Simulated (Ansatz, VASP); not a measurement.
# One calculation of Ge, two programs

File POSCAR:

```
Ge
1.0
    4.0375913594      0.0000000000      0.0000000000
   -2.0187956797      3.4966566874      0.0000000000
    0.0000000000      0.0000000000      6.5710148446
Ge
4
Direct
    0.3333333333      0.6666666667     -0.0004448524
    0.6666666667      0.3333333333      0.4995551476
    0.3333333333      0.6666666667      0.3754448524
    0.6666666667      0.3333333333      0.8754448524
```

File INCAR.step1:

```
ALGO = Normal ; EDIFF = 1E-4
ENCUT = 520 ; GGA = PE
ISMEAR = -1 ; LASPH = T
LCHARG = F ; LREAL = F
LWAVE = T ; NBANDS = 36
NELM = 100 ; PREC = Accurate
SIGMA = 0.02
```

INCAR.step2

```
ALGO = Normal ; EDIFF = 1E-6
ENCUT = 520 ; ISIF = 2
ISMEAR = -1 ; ISTART = 1
LASPH = T ; LCHARG = T
LELF = T ; LMIXTAU = T
LREAL = F ; LVHAR = T
LWAVE = F ; METAGGA = R2SCAN
NBANDS = 36 ; NELM = 100
PREC = Accurate ; SIGMA = 0.02
```

Contents of KPOINTS:

```
k-points
0
Gamma
  12 12 4
```

Input for Ansatz:

```yaml
crystal:
  lattice:
    - [4.0375913594, 0.0, 0.0]
    - [-2.0187956797, 3.4966566874, 0.0]
    - [0.0, 0.0, 6.5710148446]
  atoms:
    - { symbol: Ge, position: [0.3333333333, 0.6666666667, -0.0004448524] }
    - { symbol: Ge, position: [0.6666666667, 0.3333333333, 0.4995551476] }
    - { symbol: Ge, position: [0.3333333333, 0.6666666667, 0.3754448524] }
    - { symbol: Ge, position: [0.6666666667, 0.3333333333, 0.8754448524] }
kpoints:
  mp_grid: { grid: [12, 12, 4] }
  band_path:
    path:
      - [0.0, 0.0, 0.0]
      - [0.5, 0.0, 0.0]
      - [0.3333333333, 0.3333333333, 0.0]
      - [0.0, 0.0, 0.5]
      - [0.5, 0.0, 0.5]
      - [0.3333333333, 0.3333333333, 0.5]
      - [0.0, 0.0, 0.05]
      - [0.0, 0.0, 0.15]
    npoints: 1
hamiltonian:
  xc: r2scan
scf:
  occupations: { method: fermi_dirac, width: 0.02 }
  n_extra_bands: 5
output:
  forces: true
  stress: true
  eigenvalues: true
```

Change from the starting cell: epitaxial_xy strain +1.0%.

Alike in both runs: task single point; functional r2SCAN; k mesh 12 × 12 × 4; occupations fermi-dirac, width 0.02 eV; no spin polarisation.

```csv
,VASP,Ansatz
version,VASP 6.6.1,Ansatz 0.2.0
potentials or method,"VASP PAW PBE potentials, release 64 (Ge_d)","plane waves, PAW"
plane-wave cutoff (eV),520,500
valence electrons in the cell,56,56
```

|  | VASP | Ansatz | Ansatz less VASP |
| --- | --- | --- | --- |
| pressure (GPa) | -1.0 | -1.1 | -0.03 |
| traceless stress, the component that is largest in VASP (GPa) | 1.39 | 1.40 | +0.013 |
| rms of the force components (eV/Å) | 0.003 | 0.003 | 0.0000 |

VASP's potentials were made for PBE, not for r2SCAN. Atom by atom the forces differ by 0.000 eV/Å (rms over components).
